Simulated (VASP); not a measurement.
# MgS (P6_3mc) in VASP: notebook, part 2 of 2

VASP 6.6.1. The steps go on from the part before.

## 4. Single point, r2SCAN

POSCAR reads:

```
MgS
1.0
    4.0346224068      0.0000000000      0.0000000000
   -2.0173112034      3.4940854990      0.0000000000
    0.0000000000      0.0000000000      6.4322941800
Mg S
2 2
Direct
    0.6666666667      0.3333333333      0.4957548500
    0.3333333333      0.6666666667      0.9957548500
    0.3333333333      0.6666666667      0.3792441500
    0.6666666667      0.3333333333      0.8792441500
```

INCAR.step1 reads:

```
SYSTEM = MgS
ALGO = Normal
EDIFF = 1E-5
ENCUT = 660
GGA = PE
GGA_COMPAT = .False.
ISMEAR = 0
LASPH = .True.
LCHARG = .False.
LREAL = .False.
LWAVE = .True.
NBANDS = 16
NELM = 120
PREC = Accurate
SIGMA = 0.1
```

INCAR.step2 reads:

```
SYSTEM = MgS
ALGO = Normal
EDIFF = 1E-6
ENCUT = 660
GGA_COMPAT = .False.
ISIF = 2
ISMEAR = 0
ISTART = 1
LASPH = .True.
LCHARG = .False.
LMIXTAU = .True.
LREAL = .False.
LWAVE = .False.
METAGGA = R2SCAN
NBANDS = 16
NELM = 120
PREC = Accurate
SIGMA = 0.1
```

KPOINTS reads:

```
k-points
0
Gamma
  2 2 1
  0 0 0
```

Potentials or basis: VASP PAW PBE potentials, release 64 (Mg, S).

Command:

```console
> cat potpaw_PBE.64/Mg/POTCAR potpaw_PBE.64/S/POTCAR > POTCAR
> cp INCAR.step1 INCAR
> mpirun -np 1 vasp_std > vasp.out
> cp INCAR.step2 INCAR
> mpirun -np 1 vasp_std > vasp.out
```

OUTCAR:

```text
SYSTEM = MgS
   EDIFF = 1E-6
   ENCUT = 660
   ISIF = 2
   ISMEAR = 0
   ISTART = 1
   LASPH = .True.
   LREAL = .False.
   METAGGA = R2SCAN
   NELM = 120
   PREC = Accurate

 ion  position               nearest neighbor table
   1  0.667  0.333  0.496-   3 2.45   3 2.45   3 2.45   4 2.47
   2  0.333  0.667  0.996-   4 2.45   4 2.45   4 2.45   3 2.47
   3  0.333  0.667  0.379-   1 2.45   1 2.45   1 2.45   2 2.47
   4  0.667  0.333  0.879-   2 2.45   2 2.45   2 2.45   1 2.47

  LATTYP: Found a hexagonal cell.
 ALAT       =     4.0346224068
 C/A-ratio  =     1.5942741430

  Lattice vectors:

 A1 = (   4.0346224068,   0.0000000000,   0.0000000000)
 A2 = (  -2.0173112034,   3.4940854990,   0.0000000000)
 A3 = (   0.0000000000,   0.0000000000,   6.4322941800)

Analysis of symmetry for initial positions (statically):
=====================================================================
 Subroutine PRICEL returns:
 Original cell was already a primitive cell.

 Routine SETGRP: Setting up the symmetry group for a
 hexagonal supercell.

 Subroutine GETGRP returns: Found 12 space group operations
 (whereof  6 operations were pure point group operations)
 out of a pool of 24 trial point group operations.

The static configuration has the point symmetry C_3v.
 The point group associated with its full space group is C_6v.

Analysis of symmetry for dynamics (positions and initial velocities):
=====================================================================
 Subroutine PRICEL returns:
 Original cell was already a primitive cell.

 Routine SETGRP: Setting up the symmetry group for a
 hexagonal supercell.

 Subroutine GETGRP returns: Found 12 space group operations
 (whereof  6 operations were pure point group operations)
 out of a pool of 24 trial point group operations.

The dynamic configuration has the point symmetry C_3v.
 The point group associated with its full space group is C_6v.

 Subroutine INISYM returns: Found 12 space group operations
 (whereof  6 operations are pure point group operations),
 and found     1 'primitive' translations

----------------------------------------------------------------------------------------

                                     Primitive cell

  volume of cell :      90.6781

  direct lattice vectors                    reciprocal lattice vectors
     4.034622407  0.000000000  0.000000000     0.247854669  0.143098960  0.000000000
    -2.017311203  3.494085499  0.000000000     0.000000000  0.286197919  0.000000000
     0.000000000  0.000000000  6.432294180     0.000000000  0.000000000  0.155465526

  length of vectors
     4.034622407  4.034622407  6.432294180     0.286197919  0.286197919  0.155465526

  position of ions in fractional coordinates (direct lattice)
     0.666666667  0.333333333  0.495754850
     0.333333333  0.666666667  0.995754850
     0.333333333  0.666666667  0.379244150
     0.666666667  0.333333333  0.879244150

  ion indices of the primitive-cell ions
   primitive index   ion index
                 1           1
                 2           2
                 3           3
                 4           4

----------------------------------------------------------------------------------------

 KPOINTS: k-points

Automatic generation of k-mesh.
 Grid dimensions read from file:
 generate k-points for:    2    2    1

 Generating k-lattice:

  Cartesian coordinates                     Fractional coordinates (reciprocal lattice)
     0.123927334  0.071549480  0.000000000     0.500000000  0.000000000  0.000000000
     0.000000000  0.143098960  0.000000000     0.000000000  0.500000000  0.000000000
     0.000000000  0.000000000  0.155465526     0.000000000  0.000000000  1.000000000

  Length of vectors
     0.143098960  0.143098960  0.155465526

  Shift w.r.t. Gamma in fractional coordinates (k-lattice)
     0.000000000  0.000000000  0.000000000

 Subroutine IBZKPT returns following result:
 ===========================================

 Found      2 irreducible k-points:

 Following reciprocal coordinates:
            Coordinates               Weight
  0.000000  0.000000  0.000000      1.000000
  0.500000  0.000000  0.000000      3.000000
   k-points           NKPTS =      2   k-points in BZ     NKDIM =      2   number of bands    NBANDS=     16
   number of dos      NEDOS =    301   number of ions     NIONS =      4
   total plane-waves  NPLWV =  69984
   dimension x,y,z NGX =    36 NGY =   36 NGZ =   54
   dimension x,y,z NGXF=    72 NGYF=   72 NGZF=  108
   ions per type =               2   2
   NGX,Y,Z   is equivalent  to a cutoff of  14.83, 14.83, 13.96 a.u.
   NGXF,Y,Z  is equivalent  to a cutoff of  29.67, 29.67, 27.91 a.u.
 SYSTEM =  MgS
   PREC   = accura    normal or accurate (medium, high low for compatibility)
   ISTART =      1    job   : 0-new  1-cont  2-samecut
   ICHARG =      0    charge: 1-file 2-atom 10-const
   ISPIN  =      1    spin polarized calculation?
   LNONCOLLINEAR =      F non collinear calculations
   LSORBIT =      F    spin-orbit coupling
   LASPH  =      T    aspherical Exc in radial PAW
   ENCUT  =  660.0 eV  48.51 Ry    6.96 a.u.   8.45  8.45 13.47*2*pi/ulx,y,z
   NELM   =    120;   NELMIN=  2; NELMDL=  0     # of ELM steps
   EDIFF  = 0.1E-05   stopping-criterion for ELM
   LREAL  =      F    real-space projection
   EDIFFG = 0.1E-04   stopping-criterion for IOM
   NSW    =      0    number of steps for IOM
   IBRION =     -1    ionic relax: 0-MD 1-quasi-New 2-CG
   NFREE  =      0    steps in history (QN), initial steepest desc. (CG)
   ISIF   =      2    stress and relaxation
   ISYM   =      2    0-nonsym 1-usesym 2-fastsym
   POTIM  = 0.5000    time-step for ionic-motion
   TEBEG  =    0.0;   TEEND  =   0.0 temperature during run
   PSTRESS=    0.0 pullay stress
   NELECT =      16.0000    total number of electrons
   NUPDOWN=      -1.0000    fix difference up-down
   EMIN   =  10.00;   EMAX   =-10.00  energy-range for DOS
   EFERMI =   0.00;   METHOD = LEGACY
   ISMEAR =     0;   SIGMA  =   0.10  broadening in eV -4-tet -1-fermi 0-gaus
   EFERMI_NEDOS =   21; number of points for ismear=-14 and -15
   IALGO  =     38    algorithm
   IMIX   =      4    mixing-type and parameters
     AMIX     =   0.40;   BMIX     =  1.00
     AMIX_MAG =   1.60;   BMIX_MAG =  1.00
  volume/ion in A,a.u.               =      22.67       152.98
  Fermi-wavevector in a.u.,A,eV,Ry     =   0.918221  1.735187 11.471486  0.843130
  Thomas-Fermi vector in A             =   2.043279
   LORBIT       =      0    0 simple, 1 ext, 2 COOP (PROOUT), +10 PAW based schemes
   METAGGA = R2SCAN    functional components
   LHFCALC =     F    Hartree Fock is set to
   AEXX    =    0.0000 exact exchange contribution
   IVDW    =     0    specifies the selected vdW correction
   LEPSILON=     F    determine dielectric tensor
   LRPA    =     F    only Hartree local field effects (RPA)
 non-spin polarized calculation
 Gauss-broadening in eV      SIGMA  =   0.10
  energy-cutoff  :      660.00
  volume of cell :       90.68
 maximum number of plane-waves:      3490
 NGX is ok and might be reduce to    36
   NGX = 17   NGY = 17   NGZ = 27

 number of electron      16.0000000 magnetization

 Free energy of the ion-electron system (eV)
  ---------------------------------------------------
  ext. energy  EPLUGINS =         0.00000000
  ---------------------------------------------------
  free energy    TOTEN  =       -30.42939698 eV

  energy without entropy =      -30.42939698  energy(sigma->0) =      -30.42939698

 E-fermi :   1.5201     XC(G=0):  -8.7362

 val. band max:        1.0069308329   @ k =   0.0000   0.0000   0.0000
 cond. band min:       5.0634634229   @ k =   0.0000   0.0000   0.0000
 fundamental gap:      4.0565325899
 Fermi energy:         1.5200825894

 k-point     1 :       0.0000    0.0000    0.0000
  band No.  band energies     occupation
      1     -10.8781      2.00000
      2     -10.1205      2.00000
      3      -2.2820      2.00000
      4       0.3994      2.00000
      5       0.3994      2.00000
      6       0.8302      2.00000
[... 8 lines left out ...]
     15      10.0909      0.00000
     16      10.7924      0.00000

 k-point     2 :       0.5000    0.0000    0.0000
  band No.  band energies     occupation
      1     -10.1905      2.00000
      2      -9.9385      2.00000
      3      -2.0516      2.00000
      4      -1.4629      2.00000
      5      -0.9182      2.00000
      6      -0.2861      2.00000
[... 8 lines left out ...]
     15      10.6876      0.00000
     16      12.8706      0.00000

------------------------ aborting loop because EDIFF is reached ----------------------------------------

  FORCE on cell =-STRESS in cart. coord.  units (eV):
  Direction    XX          YY          ZZ          XY          YZ          ZX
  --------------------------------------------------------------------------------------
  -------------------------------------------------------------------------------------
  Total        1.2808691      1.2808691     -1.5487638      0.0000000      0.0000000      0.0000000
  in kB       22.6314834     22.6314835    -27.3648741      0.0000000      0.0000000      0.0000000
  external PRESSURE =       5.9660309 kB  Pullay stress =       0.0000000 kB

 VOLUME and BASIS-vectors are now :
 -----------------------------------------------------------------------------
  energy-cutoff  :      660.00
  volume of cell :       90.68
      direct lattice vectors                 reciprocal lattice vectors
     4.034622407  0.000000000  0.000000000     0.247854669  0.143098960  0.000000000
    -2.017311203  3.494085499  0.000000000     0.000000000  0.286197919  0.000000000
     0.000000000  0.000000000  6.432294180     0.000000000  0.000000000  0.155465526

 POSITION                                       TOTAL-FORCE (eV/Angst)
 -----------------------------------------------------------------------------------
      2.01731      1.16470      3.18884         0.000000     -0.000000      0.002090
     -0.00000      2.32939      6.40499        -0.000000      0.000000      0.002090
     -0.00000      2.32939      2.43941        -0.000000     -0.000000     -0.002090
      2.01731      1.16470      5.65556         0.000000      0.000000     -0.002090
 -----------------------------------------------------------------------------------
    total drift:                               -0.000000      0.000000     -0.008110

  FREE ENERGIE OF THE ION-ELECTRON SYSTEM (eV)
  ---------------------------------------------------
  free  energy   TOTEN  =       -30.4293969765 eV

  energy  without entropy=      -30.4293969765  energy(sigma->0) =      -30.42939698
```

Run time: 1.7 min. Hardware: 1 thread of Intel Xeon 8259CL, shared host; peak memory 0.26 GiB.

What came out:

- Free energy: -30.4294 eV
- Pressure: 0.6 GPa
- Band gap on the k mesh: 4.06 eV, direct

Forces in eV/Å, atoms in the order of the input:
```
Mg   0.000  0.000  0.002
Mg   0.000  0.000  0.002
S    0.000  0.000 -0.002
S    0.000  0.000 -0.002
```

Caveat: the k points lie up to 0.98 Å⁻¹ apart; the PAW data sets were made with another functional, which shifts forces and pressure a little.
